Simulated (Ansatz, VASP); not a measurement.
# One calculation of LuF4, two programs

```
Lu F
1.0
    -2.58449    2.58449    2.58449
     2.58449   -2.58449    2.58449
     2.58449    2.58449   -2.58449
Lu F
1 4
Direct
  0.00000 0.00000 0.00000
  0.00000 0.00000 0.50000
  0.00000 0.50000 0.00000
  0.50000 0.00000 0.00000
  0.50000 0.50000 0.50000
```

Change from the starting cell: species swapped into the MnGa4 type (Im-3m, No. 229).

Alike in both runs: functional PBE; k mesh 10 × 10 × 10; occupations gaussian, width 0.1 eV; no spin polarisation.

Ansatz relaxed the structure, and its values are those at the end. VASP's run is a single point on that final structure, the one shown.

|  | VASP | Ansatz |
| --- | --- | --- |
| version | VASP 6.6.1 | Ansatz 0.2.0 |
| potentials or method | VASP PAW PBE potentials, release 64 (Lu, F), cutoff 520 eV | scalar-relativistic, plane waves, PAW |
| valence electrons in the cell | 53 | 53 |

|  | VASP | Ansatz | Ansatz less VASP |
| --- | --- | --- | --- |
| gap on the k mesh at the Fermi level (eV) | none | none | - |
| pressure (GPa) | -0.3 | 0.0 | +0.34 |

A gap of «none» marks a metal or a gap that the smearing closes.

Neither program's run includes spin-orbit coupling.
